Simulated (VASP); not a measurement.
Input of a VASP 6.6.1 run:

File POSCAR:

```
Se
1.0
    4.3951160745      0.0000000000      0.0000000000
   -2.1975580372      3.8062821731      0.0000000000
    0.0000000000      0.0000000000      4.9864062541
Se
3
Direct
    0.7746000000      0.7746000000      0.0000000000
    0.0000000000      0.2254000000      0.6666666667
    0.2254000000      0.0000000000      0.3333333333
```

The input INCAR.step1:

```
SYSTEM = Se
ALGO     = Normal         ! electronic algorithm
EDIFF    = 1E-4           ! SCF threshold, eV
ENCUT    = 520            ! plane-wave cutoff, eV
GGA      = PE             ! functional
ISMEAR   = -1             ! smearing method
LASPH    = .TRUE.         ! aspherical terms in the spheres
LCHARG   = .FALSE.        ! write CHGCAR
LREAL    = .FALSE.        ! projectors in reciprocal space
LWAVE    = .TRUE.         ! write WAVECAR
NBANDS   = 16             ! bands
NELM     = 80             ! most SCF steps
PREC     = Accurate       ! precision mode
SIGMA    = 0.05           ! smearing width, eV
```

The input INCAR.step2:

```
SYSTEM = Se
ALGO     = Normal         ! electronic algorithm
EDIFF    = 1E-6           ! SCF threshold, eV
ENCUT    = 520            ! plane-wave cutoff, eV
ISIF     = 2              ! what is computed and relaxed
ISMEAR   = -1             ! smearing method
ISTART   = 1            
LASPH    = .TRUE.         ! aspherical terms in the spheres
LCHARG   = .FALSE.        ! write CHGCAR
LMIXTAU  = .TRUE.       
LREAL    = .FALSE.        ! projectors in reciprocal space
LWAVE    = .FALSE.        ! write WAVECAR
METAGGA  = R2SCAN         ! meta-GGA
NBANDS   = 16             ! bands
NELM     = 80             ! most SCF steps
PREC     = Accurate       ! precision mode
SIGMA    = 0.05           ! smearing width, eV
```

Contents of KPOINTS:

```
k-points
0
G
  7 7 6
  0 0 0
```

Potentials or basis: VASP PAW PBE potentials, release 64 (Se).

Launch:

```bash
$ cat potpaw_PBE.64/Se/POTCAR > POTCAR
$ cp INCAR.step1 INCAR
$ mpirun -np 1 vasp_std > vasp.out
$ cp INCAR.step2 INCAR
$ mpirun -np 1 vasp_std > vasp.out
```

Problem. Estimate the largest force.

Solution. 0.138 eV/Å.

Problem. Estimate the band gap on the k mesh.

Solution. 1.42 eV, indirect (least direct gap 1.67 eV).

Stress tensor (GPa, compression positive):
```
0.08 0.00 0.00
0.00 0.08 0.00
0.00 0.00 0.28
```

Caveat: the PAW data sets were made with another functional, which shifts forces and pressure a little. A k mesh can miss the band edges.
